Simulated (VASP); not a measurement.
# NaB (Pm-3m) in VASP: notebook

Runs on NaB. Level: PBEsol. Tasks: single point, relaxation of cell and atoms.

Program: VASP 6.6.1. These are calculated values, not measurements. Logs are shortened: lines on timing, memory, paths and dates and some standing lists are left out, and cuts for length are marked.

## Step 1: The cell of the first run

The structure is cubic, space group Pm-3m (No. 221). The conventional cell has a = 3.096 Å, b = 3.096 Å, c = 3.096 Å, α = 90.00°, β = 90.00°, γ = 90.00°. Within 3.5 Å of Na (site symmetry m-3m) lie 8 B at 2.68 Å and 6 Na at 3.10 Å. B (site symmetry m-3m) has 8 Na at 2.68 Å and 6 B at 3.10 Å within 3.5 Å.

## Step 2: Single point, PBEsol

File INCAR:

```
SYSTEM = NaB
ALGO = Normal
EDIFF = 1E-6
ENCUT = 500
GGA = PS
GGA_COMPAT = .FALSE.
ISIF = 2
ISMEAR = 1
LASPH = .TRUE.
LCHARG = .TRUE.
LELF = .TRUE.
LREAL = .FALSE.
LVHAR = .TRUE.
LWAVE = .FALSE.
NBANDS = 12
NELM = 120
PREC = Accurate
SIGMA = 0.05
```

File KPOINTS:

```
k-points
0
G
  8 8 8
  0 0 0
```

File POSCAR:

```
NaB
1.0
    3.0957305418      0.0000000000      0.0000000000
    0.0000000000      3.0957305418      0.0000000000
    0.0000000000      0.0000000000      3.0957305418
Na B
1 1
Direct
    0.0000000000      0.0000000000      0.0000000000
    0.5000000000      0.5000000000      0.5000000000
```

Potentials or basis: VASP PAW PBE potentials, release 64 (Na_pv, B).

On the command line:

```
> cat potpaw_PBE.64/Na_pv/POTCAR potpaw_PBE.64/B/POTCAR > POTCAR
> mpirun -np 1 vasp_std > vasp.out
```

OUTCAR:

```text
SYSTEM = NaB
   EDIFF = 1E-6
   ENCUT = 500
   GGA = PS
   ISIF = 2
   ISMEAR = 1
   LASPH = .TRUE.
   LREAL = .FALSE.
   NELM = 120
   PREC = Accurate

 ion  position               nearest neighbor table
   1  0.000  0.000  0.000-
   2  0.500  0.500  0.500-

  LATTYP: Found a simple cubic cell.
 ALAT       =     3.0957305418

  Lattice vectors:

 A1 = (   3.0957305418,   0.0000000000,   0.0000000000)
 A2 = (   0.0000000000,   3.0957305418,   0.0000000000)
 A3 = (   0.0000000000,   0.0000000000,   3.0957305418)

Analysis of symmetry for initial positions (statically):
=====================================================================
 Subroutine PRICEL returns:
 Original cell was already a primitive cell.

 Routine SETGRP: Setting up the symmetry group for a
 simple cubic supercell.

 Subroutine GETGRP returns: Found 48 space group operations
 (whereof 48 operations were pure point group operations)
 out of a pool of 48 trial point group operations.

The static configuration has the point symmetry O_h .

Analysis of symmetry for dynamics (positions and initial velocities):
=====================================================================
 Subroutine PRICEL returns:
 Original cell was already a primitive cell.

 Routine SETGRP: Setting up the symmetry group for a
 simple cubic supercell.

 Subroutine GETGRP returns: Found 48 space group operations
 (whereof 48 operations were pure point group operations)
 out of a pool of 48 trial point group operations.

The dynamic configuration has the point symmetry O_h .

 Subroutine INISYM returns: Found 48 space group operations
 (whereof 48 operations are pure point group operations),
 and found     1 'primitive' translations

----------------------------------------------------------------------------------------

                                     Primitive cell

  volume of cell :      29.6681

  direct lattice vectors                    reciprocal lattice vectors
     3.095730542  0.000000000  0.000000000     0.323025530  0.000000000  0.000000000
     0.000000000  3.095730542  0.000000000     0.000000000  0.323025530  0.000000000
     0.000000000  0.000000000  3.095730542     0.000000000  0.000000000  0.323025530

  length of vectors
     3.095730542  3.095730542  3.095730542     0.323025530  0.323025530  0.323025530

  position of ions in fractional coordinates (direct lattice)
     0.000000000  0.000000000  0.000000000
     0.500000000  0.500000000  0.500000000

  ion indices of the primitive-cell ions
   primitive index   ion index
                 1           1
                 2           2

----------------------------------------------------------------------------------------

 KPOINTS: k-points

Automatic generation of k-mesh.
 Grid dimensions read from file:
 generate k-points for:    8    8    8

 Generating k-lattice:

  Cartesian coordinates                     Fractional coordinates (reciprocal lattice)
     0.040378191  0.000000000  0.000000000     0.125000000  0.000000000  0.000000000
     0.000000000  0.040378191  0.000000000     0.000000000  0.125000000  0.000000000
     0.000000000  0.000000000  0.040378191     0.000000000  0.000000000  0.125000000

  Length of vectors
     0.040378191  0.040378191  0.040378191

  Shift w.r.t. Gamma in fractional coordinates (k-lattice)
     0.000000000  0.000000000  0.000000000

 Subroutine IBZKPT returns following result:
 ===========================================

 Found     35 irreducible k-points:

 Following reciprocal coordinates:
            Coordinates               Weight
  0.000000  0.000000  0.000000      1.000000
  0.125000  0.000000  0.000000      6.000000
  0.250000  0.000000  0.000000      6.000000
  0.375000  0.000000  0.000000      6.000000
  0.500000  0.000000  0.000000      3.000000
  0.125000  0.125000  0.000000     12.000000
[... 16 lines left out ...]
  0.375000  0.375000  0.125000     24.000000
  0.500000  0.375000  0.125000     24.000000
 [... further k-points ...]
   k-points           NKPTS =     35   k-points in BZ     NKDIM =     35   number of bands    NBANDS=     12
   number of dos      NEDOS =    301   number of ions     NIONS =      2
   total plane-waves  NPLWV =  13824
   dimension x,y,z NGX =    24 NGY =   24 NGZ =   24
   dimension x,y,z NGXF=    48 NGYF=   48 NGZF=   48
   ions per type =               1   1
   NGX,Y,Z   is equivalent  to a cutoff of  12.89, 12.89, 12.89 a.u.
   NGXF,Y,Z  is equivalent  to a cutoff of  25.78, 25.78, 25.78 a.u.
 SYSTEM =  NaB
   PREC   = accura    normal or accurate (medium, high low for compatibility)
   ISTART =      0    job   : 0-new  1-cont  2-samecut
   ICHARG =      2    charge: 1-file 2-atom 10-const
   ISPIN  =      1    spin polarized calculation?
   LNONCOLLINEAR =      F non collinear calculations
   LSORBIT =      F    spin-orbit coupling
   LASPH  =      T    aspherical Exc in radial PAW
   ENCUT  =  500.0 eV  36.75 Ry    6.06 a.u.   5.64  5.64  5.64*2*pi/ulx,y,z
   NELM   =    120;   NELMIN=  2; NELMDL= -5     # of ELM steps
   EDIFF  = 0.1E-05   stopping-criterion for ELM
   LREAL  =      F    real-space projection
   EDIFFG = 0.1E-04   stopping-criterion for IOM
   NSW    =      0    number of steps for IOM
   IBRION =     -1    ionic relax: 0-MD 1-quasi-New 2-CG
   NFREE  =      0    steps in history (QN), initial steepest desc. (CG)
   ISIF   =      2    stress and relaxation
   ISYM   =      2    0-nonsym 1-usesym 2-fastsym
   POTIM  = 0.5000    time-step for ionic-motion
   TEBEG  =    0.0;   TEEND  =   0.0 temperature during run
   PSTRESS=    0.0 pullay stress
   NELECT =      10.0000    total number of electrons
   NUPDOWN=      -1.0000    fix difference up-down
   EMIN   =  10.00;   EMAX   =-10.00  energy-range for DOS
   EFERMI =   0.00;   METHOD = LEGACY
   ISMEAR =     1;   SIGMA  =   0.05  broadening in eV -4-tet -1-fermi 0-gaus
   EFERMI_NEDOS =   21; number of points for ismear=-14 and -15
   IALGO  =     38    algorithm
   IMIX   =      4    mixing-type and parameters
     AMIX     =   0.40;   BMIX     =  1.00
     AMIX_MAG =   1.60;   BMIX_MAG =  1.00
  volume/ion in A,a.u.               =      14.83       100.11
  Fermi-wavevector in a.u.,A,eV,Ry     =   1.139318  2.152999 17.660986  1.298046
  Thomas-Fermi vector in A             =   2.276022
   LORBIT       =      0    0 simple, 1 ext, 2 COOP (PROOUT), +10 PAW based schemes
   GGA     = PS    functional components
   LHFCALC =     F    Hartree Fock is set to
   AEXX    =    0.0000 exact exchange contribution
   IVDW    =     0    specifies the selected vdW correction
   LEPSILON=     F    determine dielectric tensor
   LRPA    =     F    only Hartree local field effects (RPA)
 non-spin polarized calculation
 Methfessel and Paxton  Order N= 1 SIGMA  =   0.05
  energy-cutoff  :      500.00
  volume of cell :       29.67
 maximum number of plane-waves:       770
 NGX is ok and might be reduce to    24
   NGX = 11   NGY = 11   NGZ = 11

 number of electron      10.0000021 magnetization

 Free energy of the ion-electron system (eV)
  ---------------------------------------------------
  ext. energy  EPLUGINS =         0.00000000
  ---------------------------------------------------
  free energy    TOTEN  =        -5.15790359 eV

  energy without entropy =       -5.15739742  energy(sigma->0) =       -5.15773487

 E-fermi :   1.9887     XC(G=0):  -9.4326

 val. band max:        1.8606751248   @ k =   0.2500   0.0000   0.0000
 cond. band min:       2.0063904206   @ k =   0.2500   0.1250   0.0000
 fundamental gap:      0.1457152958
 Fermi energy:         1.9887422830

 k-point     1 :       0.0000    0.0000    0.0000
  band No.  band energies     occupation
      1     -20.7185      2.00000
      2     -20.7185      2.00000
      3     -20.7185      2.00000
      4      -6.0902      2.00000
      5       5.0393      0.00000
      6       5.0393      0.00000
      7       5.0393      0.00000
      8      10.5680      0.00000
      9      10.5680      0.00000
     10      11.5512      0.00000
     11      21.0910      0.00000
     12      21.0910      0.00000

 k-point     2 :       0.1250    0.0000    0.0000
  band No.  band energies     occupation
      1     -20.7408      2.00000
      2     -20.7164      2.00000
      3     -20.7164      2.00000
      4      -5.8826      2.00000
      5       3.8949      0.00000
      6       5.1192      0.00000
      7       5.1192      0.00000
      8      10.8117      0.00000
      9      11.3225      0.00000
     10      12.1941      0.00000
     11      20.0621      0.00000
     12      20.0621      0.00000

 k-point     3 :       0.2500    0.0000    0.0000
  band No.  band energies     occupation
      1     -20.7942      2.00000
      2     -20.7113      2.00000
      3     -20.7113      2.00000
      4      -5.2864      2.00000
      5       1.8607      2.00175
      6       5.3241      0.00000
      7       5.3241      0.00000
      8      11.5424      0.00000
      9      11.9590      0.00000
     10      13.9033      0.00000
     11      18.2644      0.00000
     12      18.2644      0.00000
[... 286 lines left out ...]
 k-point    23 :       0.3750    0.3750    0.1250
  band No.  band energies     occupation
      1     -20.8225      2.00000
      2     -20.8182      2.00000
      3     -20.7140      2.00000
      4      -2.8667      2.00000
      5       1.3289      2.00000
      6       1.4676      2.00000
      7       5.4313      0.00000
      8       8.8089      0.00000
      9      13.4532      0.00000
     10      13.8678      0.00000
     11      16.6376      0.00000
     12      18.9930      0.00000

 k-point    24 :       0.5000    0.3750    0.1250
  band No.  band energies     occupation
      1     -20.8399      2.00000
      2     -20.8164      2.00000
      3     -20.7118      2.00000
      4      -2.4152      2.00000
      5       0.6236      2.00000
      6       1.6946      2.00000
      7       5.5921      0.00000
      8       8.1147      0.00000
      9      13.3867      0.00000
     10      13.8797      0.00000
     11      16.7223      0.00000
     12      18.9908      0.00000

 [... further k-points ...]
[... 5 lines left out ...]
  --------------------------------------------------------------------------------------
  -------------------------------------------------------------------------------------
  Total        0.0246292      0.0246292      0.0246292      0.0000000     -0.0000000      0.0000000
  in kB        1.3300586      1.3300586      1.3300586      0.0000000     -0.0000000      0.0000000
  external PRESSURE =       1.3300586 kB  Pullay stress =       0.0000000 kB

 VOLUME and BASIS-vectors are now :
 -----------------------------------------------------------------------------
  energy-cutoff  :      500.00
  volume of cell :       29.67
      direct lattice vectors                 reciprocal lattice vectors
     3.095730542  0.000000000  0.000000000     0.323025530  0.000000000  0.000000000
     0.000000000  3.095730542  0.000000000     0.000000000  0.323025530  0.000000000
     0.000000000  0.000000000  3.095730542     0.000000000  0.000000000  0.323025530

 POSITION                                       TOTAL-FORCE (eV/Angst)
 -----------------------------------------------------------------------------------
      0.00000      0.00000      0.00000         0.000000      0.000000      0.000000
      1.54787      1.54787      1.54787         0.000000      0.000000      0.000000
 -----------------------------------------------------------------------------------
    total drift:                                0.000000      0.000000      0.000000

  FREE ENERGIE OF THE ION-ELECTRON SYSTEM (eV)
  ---------------------------------------------------
  free  energy   TOTEN  =        -5.1579035905 eV

  energy  without entropy=       -5.1573974230  energy(sigma->0) =       -5.15773487
```

Wall time 6.6 s (1 thread of Intel Xeon 8259CL, shared host); peak memory 0.13 GiB.

Results:

- Free energy: -5.1579 eV
- Pressure: 0.1 GPa
- Band gap on the k mesh: zero (band 5 reaches 5.04 eV, above the bottom of band 6 at 0.83 eV)

Levels at points of the mesh, in eV from the Fermi level:
| k point | band 1 | band 2 | band 3 | band 4 | band 5 | band 6 | band 7 | band 8 | band 9 | band 10 |
| --- | --- | --- | --- | --- | --- | --- | --- | --- | --- | --- |
| (0.00, 0.00, 0.00) | -22.71 | -22.71 | -22.71 | -8.08 | 3.05 | 3.05 | 3.05 | 8.58 | 8.58 | 9.56 |
| (0.50, 0.00, 0.00) | -22.86 | -22.69 | -22.69 | -5.84 | -2.90 | 3.66 | 3.66 | 11.15 | 12.26 | 12.30 |
| (0.50, 0.50, 0.00) | -22.83 | -22.83 | -22.68 | -4.16 | -1.16 | -1.16 | 4.47 | 5.16 | 13.74 | 13.74 |
| (0.50, 0.50, 0.50) | -22.80 | -22.80 | -22.80 | -2.16 | -0.14 | -0.14 | -0.14 | 7.11 | 7.11 | 7.11 |

Caveat: the PAW data sets were made with another functional, which shifts forces and pressure a little.

## Step 3: Relaxation of cell and atoms, PBEsol

This run uses another cell than the first one, of 17.97 Å³/atom, 1.211 times its volume.

File INCAR:

```
PREC = Accurate
ENCUT = 500
EDIFF = 1E-7
ISMEAR = 1
SIGMA = 0.05
LREAL = False
LASPH = True
NELM = 120
ALGO = Normal
ISIF = 3
LWAVE = False
LCHARG = False
GGA = PS
IBRION = 2
NSW = 80
EDIFFG = -0.03
GGA_COMPAT = False
NELMIN = 4
```

File KPOINTS:

```
Automatic mesh
0
Gamma
  8 8 8
```

File POSCAR:

```
NaB
1.0
    3.3000000000      0.0000000000      0.0000000000
    0.0000000000      3.3000000000      0.0000000000
    0.0000000000      0.0000000000      3.3000000000
Na B
1 1
Direct
    0.0000000000      0.0000000000      0.0000000000
    0.5000000000      0.5000000000      0.5000000000
```

Potentials or basis: VASP PAW PBE potentials, release 64 (Na_pv, B).

On the command line:

```
> cat potpaw_PBE.64/Na_pv/POTCAR potpaw_PBE.64/B/POTCAR > POTCAR
> mpirun -np 1 vasp_std > vasp.out
```

It took 24 s on 1 thread of Intel Xeon 8259CL, shared host; peak memory 0.14 GiB.

Results (log left out):

| Property | Result |
| --- | --- |
| Free energy | -5.1588 eV |
| Relaxed volume | 14.85 Å³/atom |
| Relaxed cell | a = 3.097 Å, b = 3.097 Å, c = 3.097 Å, α = 90.00°, β = 90.00°, γ = 90.00° |
| Space group after relaxing (to 0.05 Å) | Pm-3m (No. 221) |
| Energy gained by relaxing | 58.4 meV/atom |
| Ionic steps | 4 |
| Pressure after relaxing | 0.1 GPa |
| Band gap on the k mesh | zero (band 5 reaches 5.03 eV, above the bottom of band 6 at 0.83 eV) |

The path:
| step | energy change (eV) | largest force (eV/Å) | pressure (GPa) | volume (Å³) |
| --- | --- | --- | --- | --- |
| 1 | 0.0000 | 0.0000 | -5.15 | 35.94 |
| 2 | -0.0791 | 0.0000 | -3.40 | 33.02 |
| 3 | -0.1160 | 0.0000 | -0.58 | 30.20 |
| 4 | -0.1168 | 0.0000 | 0.09 | 29.70 |

Final structure:
```
CELL_PARAMETERS angstrom
3.09678 0.00000 0.00000
0.00000 3.09678 0.00000
0.00000 0.00000 3.09678
ATOMIC_POSITIONS crystal
Na 0.00000 0.00000 0.00000
B 0.50000 0.50000 0.50000
```

Levels at points of the mesh, in eV from the Fermi level:
| k point | band 3 | band 4 | band 5 | band 6 | band 7 | band 8 |
| --- | --- | --- | --- | --- | --- | --- |
| (0.00, 0.00, 0.00) | -22.71 | -8.07 | 3.05 | 3.05 | 3.05 | 8.58 |
| (0.50, 0.00, 0.00) | -22.69 | -5.84 | -2.89 | 3.66 | 3.66 | 11.14 |
| (0.50, 0.50, 0.00) | -22.68 | -4.16 | -1.15 | -1.15 | 4.46 | 5.16 |
| (0.50, 0.50, 0.50) | -22.80 | -2.16 | -0.14 | -0.14 | -0.14 | 7.10 |

Caveat: the volume moved by over 15 % at a fixed basis, so the end points are rough; the PAW data sets were made with another functional, which shifts forces and pressure a little.
